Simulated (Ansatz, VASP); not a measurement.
Pd: VASP beside Ansatz

Contents of INCAR:

```
SYSTEM = Pd
ALGO = Normal ; EDIFF = 1E-6
ENCUT = 540 ; GGA = PE
GGA_COMPAT = .False. ; ISIF = 2
ISMEAR = -1 ; LASPH = .True.
LCHARG = .False. ; LREAL = .False.
LWAVE = .False. ; NBANDS = 15
NELM = 120 ; PREC = Accurate
SIGMA = 0.08
```

KPOINTS

```
k-points
0
Gamma
  16 16 15
  0 0 0
```

The input POSCAR:

```
Pd
1.0
    2.1840901352      0.0000000000      0.0000000000
   -1.0920450676      1.8914775413      0.0000000000
    0.0000000000      0.0000000000      2.0912651346
Pd
1
Direct
    0.0000000000      0.0000000000      0.0000000000
```

Input for Ansatz:

```yaml
crystal:
  lattice:
    - [2.1840901352, 0.0, 0.0]
    - [-1.0920450676, 1.8914775413, 0.0]
    - [0.0, 0.0, 2.0912651346]
  atoms:
    - { symbol: Pd, position: [0.0, 0.0, 0.0] }
kpoints:
  mp_grid: { grid: [16, 16, 15] }
scf:
  occupations: { method: fermi_dirac, width: 0.08 }
hamiltonian:
  xc: pbe
  pseudopotentials: { kind: paw }
output:
  forces: true
  stress: true
  eigenvalues: true
  populations: true
```

Change from the starting cell: volume scaled by 0.52, PAW files.

Alike in both runs: task single point; functional PBE; k mesh 16 × 16 × 15; occupations fermi-dirac, width 0.08 eV; no spin polarisation.

```csv
,VASP,Ansatz
version,VASP 6.6.1,Ansatz 0.2.0
potentials or method,"VASP PAW PBE potentials, release 64 (Pd_sv_GW)","PAW with Ansatz's default frozen-core files, scalar-relativistic"
plane-wave cutoff (eV),540,420
valence electrons in the cell,18,18
```

```tsv
	VASP	Ansatz	Ansatz less VASP
pressure (GPa)	506.5	510.0	+3.42
traceless stress, the component that is largest in VASP (GPa)	-0.31	0.03	+0.335
```

Both programs put the cell under a high pressure, so it lies far from rest at this level.

Noted on VASP's run: the cell as given lies far from equilibrium.
